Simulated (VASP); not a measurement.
# SrMg: single point with LDA

SrMg:

```xyz
4
Lattice="3.8672 0.0000 0.0000 -1.9336 3.3491 0.0000 0.0000 0.0000 11.0461" Properties=species:S:1:pos:R:3 pbc="T T T"
Sr    1.9336    1.1164    1.7158
Sr    0.0000    2.2327    9.3302
Mg    0.0000    2.2327    4.4637
Mg    1.9336    1.1164    6.5824
```

```
Program                : VASP 6.6.1
Task                   : single point
Functional             : LDA
Potentials or basis    : VASP PAW LDA potentials, release 64 (Sr_sv, Mg)
Cutoff                 : 520 eV
k mesh                 : 6 × 6 × 2
Occupations            : gaussian, width 0.1 eV
Spin                   : no spin polarisation
Dipole correction      : no
Further INCAR settings : ALGO = Normal; EDIFF = 1e-07; NBANDS = 20
```

The pressure is -0.1 GPa and the largest force is 0.014 eV/Å. The band gap on the k mesh is zero (band 12 reaches 2.18 eV, above the bottom of band 13 at 1.59 eV).

Forces on the atoms (eV/Å):
```
Sr   0.000  0.000  0.014
Sr   0.000  0.000 -0.014
Mg   0.000  0.000  0.001
Mg   0.000  0.000 -0.001
```

Levels at points of the mesh, in eV from the Fermi level:
```tsv
k point	band 9	band 10	band 11	band 12	band 13	band 14	band 15	band 16
(0.00, 0.00, 0.00)	-5.39	-3.45	-3.22	-0.73	0.36	1.80	2.54	2.54
(0.50, 0.00, 0.00)	-2.41	-1.92	-1.14	-0.86	-0.20	0.25	0.43	1.52
(0.00, 0.00, 0.50)	-5.32	-4.05	-2.10	-1.66	1.18	1.20	2.54	2.54
(0.50, 0.00, 0.50)	-2.41	-1.95	-1.19	-0.56	-0.39	0.29	0.32	1.51
```

Wall time 18 s on 1 thread of Intel(R) Xeon(R) 6975P-C (Granite Rapids) (shared host), peak memory 0.22 GiB.
